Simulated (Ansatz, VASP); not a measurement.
**Two plane-wave programs on Y**

```
Y
1.0
     2.47934   -2.48091    0.00000
     2.47934    2.48091    0.00000
     0.00000    0.00000    3.15618
Y
1
Direct
  0.00000 0.00000 0.00000
```

Alike in both runs: task relaxation of cell and atoms; functional PBE; k mesh 6 × 6 × 6; occupations gaussian, width 0.1 eV; no spin polarisation.

|  | VASP | Ansatz |
| --- | --- | --- |
| version | VASP 6.6.1 | Ansatz 0.2.0 |
| potentials or method | VASP PAW PBE potentials, release 64 (Y_sv), cutoff 500 eV | scalar-relativistic, plane waves, PAW |
| valence electrons in the cell | 11 | 11 |

Ansatz gave:

```
gap on the k mesh at the Fermi level, each at its own relaxed structure (eV) : none
relaxed volume (Å³/atom)                                                     : 34.40
relaxed cell length with the largest relative difference (Å)                 : 3.284
```

**Question.** What did VASP give for the same quantities?

**Answer.** gap on the k mesh at the Fermi level, each at its own relaxed structure (eV): none; relaxed volume (Å³/atom): 34.59; relaxed cell length with the largest relative difference (Å): 3.292.

A gap of «none» marks a metal or a gap that the smearing closes.
